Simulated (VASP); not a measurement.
Set up this calculation in VASP 6.6.1, as the native input.

* Task: single point
* Functional: PBE
* Dispersion: D3(BJ)
* Potentials or basis: VASP PAW PBE potentials, release 64 (Mo_sv, S)
* Cutoff: 520 eV
* k mesh: 6 × 6 × 4
* Occupations: gaussian, width 0.05 eV
* Spin: no spin polarisation
* Dipole correction: no
* Further INCAR settings: ALGO = Normal; EDIFF = 1e-07; NBANDS = 64

The structure of MoS2 lies in POSCAR:

```
MoS2
1.0
    6.2994479940      0.0000000001      0.0000000000
   -3.1497239971      5.4554819926      0.0000000000
    0.0000000000      0.0000000000      6.6475426602
Mo S
4 8
Direct
    0.5312466836      0.5156233418     -0.0220916463
    0.5000000000      0.0000000000      0.0000000000
    0.0000000000      0.5000000000      0.0000000000
    0.0000000000      0.0000000000      0.0000000000
    0.1666666667      0.3333333333      0.2356692374
    0.1666666667      0.8333333333      0.2356692374
    0.6666666667      0.3333333333      0.2356692374
    0.6666666667      0.8333333333      0.2356692374
    0.1666666667      0.3333333333      0.7643307626
    0.1666666667      0.8333333333      0.7643307626
    0.6666666667      0.3333333333      0.7643307626
    0.6666666667      0.8333333333      0.7643307626
```

This cell differs from its parent crystal: atom 1 (Mo) moved -0.225 Å towards its neighbour atom 5 (S) at 2.400 Å.

One way to write it, as run:

INCAR

```
PREC = Accurate ; ENCUT = 520
EDIFF = 1E-7 ; ISMEAR = 0
SIGMA = 0.05 ; LREAL = False
LASPH = True ; NELM = 100
ALGO = Normal ; ISIF = 2
LWAVE = False ; LCHARG = True
GGA = PE ; IVDW = 12
LELF = True ; LVHAR = True
NBANDS = 64
```

KPOINTS

```
Automatic mesh
0
Gamma
  6 6 4
```

Potentials or basis: VASP PAW PBE potentials, release 64 (Mo_sv, S).

Run with:

```console
$ cat potpaw_PBE.64/Mo_sv/POTCAR potpaw_PBE.64/S/POTCAR > POTCAR
$ mpirun -np 1 vasp_std > vasp.out
```

It gave:

The pressure is 0.9 GPa and the largest force is 5.779 eV/Å. The band gap on the k mesh is 0.90 eV (least direct gap 1.30 eV). The dispersion energy per atom is -0.398 eV.

Caveat: the cell differs from its parent crystal (atom 1 (Mo) moved -0.225 Å towards its neighbour atom 5 (S) at 2.400 Å); forces of over 1 eV/Å act on the atoms, so gaps and moduli don't describe the material at rest.

Wall time 17 min on 1 thread of Intel(R) Xeon(R) Platinum 8488C (Sapphire Rapids), on a shared host, peak memory 0.65 GiB.
